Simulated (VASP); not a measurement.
# Eu (Pm-3m) in VASP: a series of runs, part 2 of 2

VASP 6.6.1. The steps go on from the part before.

**3. Single point, PBE, collinear spin, ferromagnetic start**

File INCAR:

```
SYSTEM = Eu
PREC     = Accurate       ! precision mode
ENCUT    = 520            ! plane-wave cutoff, eV
EDIFF    = 1E-6           ! SCF threshold, eV
ISMEAR   = -1             ! smearing method
SIGMA    = 0.1            ! smearing width, eV
LREAL    = .False.        ! projectors in reciprocal space
LASPH    = .True.         ! aspherical terms in the spheres
NELM     = 150            ! most SCF steps
ALGO     = Normal         ! electronic algorithm
ISIF     = 2              ! what is computed and relaxed
LWAVE    = .False.        ! write WAVECAR
LCHARG   = .True.         ! write CHGCAR
ISPIN    = 2              ! spin polarisation
MAGMOM   = 7              ! initial moments
LORBIT   = 11             ! projections on sites
LMAXMIX  = 6              ! l up to which the mixer works
GGA      = PE             ! functional
LELF     = .True.         ! ELF
LVHAR    = .True.       
NBANDS   = 18             ! bands
```

File KPOINTS:

```
regular mesh
0
Gamma
  11 11 11
  0 0 0
```

File POSCAR:

```
Eu
1.0
    3.5046554740      0.0000000000      0.0000000000
    0.0000000000      3.5046554740      0.0000000000
    0.0000000000      0.0000000000      3.5046554740
Eu
1
Direct
    0.0000000000      0.0000000000      0.0000000000
```

Potentials or basis: VASP PAW PBE potentials, release 64 (Eu).

Run with:

```
> cat potpaw_PBE.64/Eu/POTCAR > POTCAR
> mpirun -np 1 vasp_std > vasp.out
```

OUTCAR:

```text
SYSTEM = Eu
   PREC = Accurate
   ENCUT = 520
   EDIFF = 1E-6
   ISMEAR = -1
   LREAL = .False.
   LASPH = .True.
   NELM = 150
   ISIF = 2
   ISPIN = 2
   LORBIT = 11
   GGA = PE

 ion  position               nearest neighbor table
   1  0.000  0.000  0.000-

  LATTYP: Found a simple cubic cell.
 ALAT       =     3.5046554740

  Lattice vectors:

 A1 = (   3.5046554740,   0.0000000000,   0.0000000000)
 A2 = (   0.0000000000,   3.5046554740,   0.0000000000)
 A3 = (   0.0000000000,   0.0000000000,   3.5046554740)

Analysis of symmetry for initial positions (statically):
=====================================================================
 Subroutine PRICEL returns:
 Original cell was already a primitive cell.

 Routine SETGRP: Setting up the symmetry group for a
 simple cubic supercell.

 Subroutine GETGRP returns: Found 48 space group operations
 (whereof 48 operations were pure point group operations)
 out of a pool of 48 trial point group operations.

The static configuration has the point symmetry O_h .

Analysis of symmetry for dynamics (positions and initial velocities):
=====================================================================
 Subroutine PRICEL returns:
 Original cell was already a primitive cell.

[... 182 lines left out ...]
      5      -2.1897      1.00000
      6       1.2750      0.99618
[... 493 lines left out ...]
     17       6.8019      0.00000
     18       9.2752      0.00000

 [... further k-points ...]

 spin component 2

 k-point     1 :       0.0000    0.0000    0.0000
  band No.  band energies     occupation
      1     -36.8245      1.00000
      2     -16.0951      1.00000
      3     -16.0951      1.00000
      4     -16.0951      1.00000
      5      -1.5092      1.00000
      6       2.6349      0.00032
[... 493 lines left out ...]
     17       8.1539      0.00000
     18      10.3951      0.00000

 [... further k-points ...]
[... 5 lines left out ...]
  --------------------------------------------------------------------------------------
  -------------------------------------------------------------------------------------
  Total       -0.0571912     -0.0571912     -0.0571912      0.0000000      0.0000000     -0.0000000
  in kB       -2.1286496     -2.1286496     -2.1286496      0.0000000      0.0000000     -0.0000000
  external PRESSURE =      -2.1286496 kB  Pullay stress =       0.0000000 kB

 VOLUME and BASIS-vectors are now :
 -----------------------------------------------------------------------------
  energy-cutoff  :      520.00
  volume of cell :       43.05
      direct lattice vectors                 reciprocal lattice vectors
     3.504655474  0.000000000  0.000000000     0.285334752  0.000000000  0.000000000
     0.000000000  3.504655474  0.000000000     0.000000000  0.285334752  0.000000000
     0.000000000  0.000000000  3.504655474     0.000000000  0.000000000  0.285334752

 POSITION                                       TOTAL-FORCE (eV/Angst)
 -----------------------------------------------------------------------------------
      0.00000      0.00000      0.00000         0.000000      0.000000      0.000000
 -----------------------------------------------------------------------------------
    total drift:                               -0.000000     -0.000000     -0.000000

  FREE ENERGIE OF THE ION-ELECTRON SYSTEM (eV)
  ---------------------------------------------------
  free  energy   TOTEN  =       -11.0530675023 eV

  energy  without entropy=      -10.9827184487  energy(sigma->0) =      -11.01789298

 total charge

# of ion       s       p       d       f       tot
--------------------------------------------------
    1        2.082   5.704   0.340   6.650  14.776

 magnetization (x)

# of ion       s       p       d       f       tot
--------------------------------------------------
    1        0.006  -0.104   0.156   6.646   6.703
```

OSZICAR:

```text
N       E                     dE             d eps       ncg     rms          rms(c)
DAV:   1     0.104953993890E+03    0.10495E+03   -0.65435E+03  4966   0.409E+03
DAV:   2     0.763565804926E+01   -0.97318E+02   -0.86476E+02  5176   0.274E+02
DAV:   3    -0.702746252109E+01   -0.14663E+02   -0.14307E+02  6048   0.979E+01
DAV:   4    -0.867224149547E+01   -0.16448E+01   -0.16336E+01  7848   0.246E+01
DAV:   5    -0.876036984449E+01   -0.88128E-01   -0.87975E-01  6916   0.678E+00    0.286E+01
DAV:   6    -0.122377039375E+02   -0.34773E+01   -0.29685E+00  5616   0.171E+01    0.197E+01
DAV:   7    -0.111330537455E+02    0.11047E+01   -0.16377E+00  6176   0.228E+01    0.125E+01
DAV:   8    -0.110713742969E+02    0.61679E-01   -0.92605E-01  5786   0.218E+01    0.567E+00
DAV:   9    -0.110688867805E+02    0.24875E-02   -0.13360E-01  6966   0.670E+00    0.296E+00
DAV:  10    -0.110534333808E+02    0.15453E-01   -0.26205E-02  6616   0.262E+00    0.201E+00
DAV:  11    -0.110550641573E+02   -0.16308E-02   -0.48764E-03  7174   0.644E-01    0.162E+00
DAV:  12    -0.110529282915E+02    0.21359E-02   -0.48507E-03  6820   0.129E+00    0.558E-01
DAV:  13    -0.110530976177E+02   -0.16933E-03   -0.10089E-03  6918   0.483E-01    0.212E-01
DAV:  14    -0.110530752798E+02    0.22338E-04   -0.14140E-04  7000   0.219E-01    0.158E-01
DAV:  15    -0.110530683357E+02    0.69441E-05   -0.22741E-05  7288   0.879E-02    0.896E-02
DAV:  16    -0.110530675484E+02    0.78725E-06   -0.19098E-05  6532   0.868E-02    0.175E-02
DAV:  17    -0.110530675023E+02    0.46181E-07   -0.19967E-06  4318   0.259E-02
   1 F= -.11053068E+02 E0= -.11017893E+02  d E =-.703491E-01  mag=     7.2524
```

stdout:

```text
POSCAR found type information on POSCAR Eu
 POSCAR found :  1 types and       1 ions
 scaLAPACK will be used
 LDA part: xc-table for (Slater+PW92), standard interpolation
 POSCAR, INCAR and KPOINTS ok, starting setup
 FFT: planning ... GRIDC
 FFT: planning ... GRID_SOFT
 FFT: planning ... GRID
 WAVECAR not read
 entering main loop
```

It took 81 s on 1 thread of Intel Xeon 6975P-C (Granite Rapids), shared host; peak memory 0.22 GiB.

What came out:

| Quantity | Value |
| --- | --- |
| Free energy | -11.0531 eV |
| Pressure | -0.2 GPa |
| Net moment | 7.25 μB per cell |
| Site moments | Eu +6.70 μB |
| Valence electrons inside the program's atomic spheres | Eu 14.78 |

Levels at points of the mesh, in eV from the Fermi level:
Spin up:
```
           k point  band 10  band 11  band 12  band 13  band 14  band 15
(0.00, 0.00, 0.00)    -0.52    -0.52    -0.44    -0.31    -0.31     5.37
```
Spin down:
| k point | band 3 | band 4 | band 5 | band 6 | band 7 | band 8 |
| --- | --- | --- | --- | --- | --- | --- |
| (0.00, 0.00, 0.00) | -17.93 | -17.93 | -3.34 | 0.80 | 0.80 | 4.19 |

Caveat: spin-orbit coupling is left out, which moves the levels of the heavy elements. The state reached can hang on the start; a lower one may exist.
